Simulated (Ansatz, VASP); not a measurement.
## KF: VASP beside Ansatz

```
CELL_PARAMETERS angstrom
-0.01761 2.93247 2.93247
2.93247 -0.01761 2.93247
2.93247 2.93247 -0.01761
ATOMIC_POSITIONS crystal
K 0.99947 0.99947 0.99947
F 0.25053 0.25053 0.25053
```

Change from the starting cell: epitaxial_111 strain +0.5%.

Alike in both runs: task single point; functional PBE; k mesh 8 × 8 × 8; occupations fermi-dirac, width 0.02 eV; no spin polarisation.

```csv
,VASP,Ansatz
version,VASP 6.6.1,Ansatz 0.2.0
potentials or method,"VASP PAW PBE potentials, release 64 (K_sv, F)","plane waves, PAW"
plane-wave cutoff (eV),520,420
valence electrons in the cell,16,16
```

```csv
,VASP,Ansatz,Ansatz less VASP
gap on the k mesh at the Fermi level (eV),5.14,5.15,+0.010
pressure (GPa),0.8,0.8,-0.03
"traceless stress, the component that is largest in VASP (GPa)",0.05,0.05,0.000
rms of the force components (eV/Å),0.004,0.004,-0.0004
```

Atom by atom the forces differ by 0.000 eV/Å (rms over components).
